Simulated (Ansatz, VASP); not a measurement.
One calculation of Mo, two programs

```xyz
1
Lattice="-1.5558 1.5558 1.5558 1.5558 -1.5558 1.5558 1.5558 1.5558 -1.5558" Properties=species:S:1:pos:R:3 pbc="T T T"
Mo    0.0000    0.0000    0.0000
```

Alike in both runs: functional LDA; k mesh 24 × 24 × 24; occupations fermi-dirac, width 0.08 eV; no spin polarisation.

Ansatz relaxed the structure, and its values are those at the end. VASP's run is a single point on that final structure, the one shown.

|  | VASP | Ansatz |
| --- | --- | --- |
| version | VASP 6.6.1 | Ansatz 0.2.0 |
| potentials or method | VASP PAW LDA potentials, release 64 (Mo_sv) | PAW with Ansatz's default frozen-core files, scalar-relativistic |
| plane-wave cutoff (eV) | 520 | 420 |
| valence electrons in the cell | 14 | 14 |

VASP gave:

```
pressure (GPa) : 1.2
```

Problem. What did Ansatz give for the same quantities?

Solution. Pressure (GPa): 0.0.

LDA's correlation is that of Perdew and Zunger in VASP and of Perdew and Wang (1992) in Ansatz.
